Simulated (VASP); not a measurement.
Set up this calculation in VASP 6.6.1, as the native input.

| Quantity | Value |
| --- | --- |
| Task | single point |
| Functional | LDA |
| Potentials or basis | VASP PAW LDA potentials, release 64 (K_sv, Br) |
| Cutoff | 520 eV |
| k mesh | 6 × 6 × 4 |
| Occupations | gaussian, width 0.05 eV |
| Spin | no spin polarisation |
| Dipole correction | no |
| Further INCAR settings | ALGO = Normal; EDIFF = 1e-06; NBANDS = 24 |

The structure of KBr lies in POSCAR:

```
KBr
1.0
    3.8300121826      0.0000000000      0.0000000000
    0.0000000000      3.8300121826      0.0000000000
    0.0000000000      0.0000000000      7.6600243652
K Br
2 2
Direct
    0.0000000000      0.0000000000      0.0000000000
    0.0000000000      0.0000000000      0.5000000000
    0.3836557226      0.5000000000      0.2500000000
    0.6163442774      0.5000000000      0.7500000000
```

This cell differs from its parent crystal: atoms displaced along a vibrational mode.

One way to write it, as run:

INCAR

```
SYSTEM = KBr
PREC     = Accurate       ! precision mode
ENCUT    = 520            ! plane-wave cutoff, eV
EDIFF    = 1E-6           ! SCF threshold, eV
ISMEAR   = 0              ! smearing method
SIGMA    = 0.05           ! smearing width, eV
LREAL    = .FALSE.        ! projectors in reciprocal space
LASPH    = .TRUE.         ! aspherical terms in the spheres
NELM     = 80             ! most SCF steps
ALGO     = Normal         ! electronic algorithm
ISIF     = 2              ! what is computed and relaxed
LWAVE    = .FALSE.        ! write WAVECAR
LCHARG   = .FALSE.        ! write CHGCAR
NBANDS   = 24             ! bands
```

KPOINTS

```
regular mesh
0
G
  6 6 4
  0 0 0
```

Potentials or basis: VASP PAW LDA potentials, release 64 (K_sv, Br).

Launch:

```sh
$ cat potpaw_LDA.64/K_sv/POTCAR potpaw_LDA.64/Br/POTCAR > POTCAR
$ mpirun -np 1 vasp_std > vasp.out
```

Results of the run:

| Item | Value |
| --- | --- |
| Pressure | 1.7 GPa |
| Largest force | 0.492 eV/Å |
| Band gap on the k mesh | 4.03 eV (least direct gap 4.23 eV) |

Caveat: the cell differs from its parent crystal (atoms displaced along a vibrational mode).

Run time: 35 s on 1 thread of Intel(R) Xeon(R) 6975P-C (Granite Rapids), with other jobs on the host, peak memory 0.24 GiB.
